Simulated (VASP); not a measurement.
The system is Zn.

```xyz
2
Lattice="2.5710 0.0000 0.0000 -1.2855 2.2265 0.0000 0.0000 0.0000 4.7362" Properties=species:S:1:pos:R:3 pbc="T T T"
Zn    0.0000    1.4844    1.1840
Zn    1.2855    0.7422    3.5521
```

Base run:

```yaml
Program: VASP 6.6.1
Functional: LDA
Potentials_or_basis: VASP PAW LDA potentials, release 64 (Zn)
Cutoff: 520 eV
k_mesh: 14 × 14 × 7
Occupations: fermi-dirac, width 0.2 eV
Spin: no spin polarisation
```

Its results: band gap on the k mesh zero (band 12 reaches 5.21 eV, above the bottom of band 13 at 0.86 eV); pressure 0.9 GPa.

Q: The run is repeated on the same cell with these changes: occupations from fermi-dirac, width 0.2 eV to fermi-dirac, width 0.6 eV. What comes out?

A: Band gap on the k mesh zero (band 12 reaches 5.21 eV, above the bottom of band 13 at 0.86 eV); pressure 2.7 GPa.
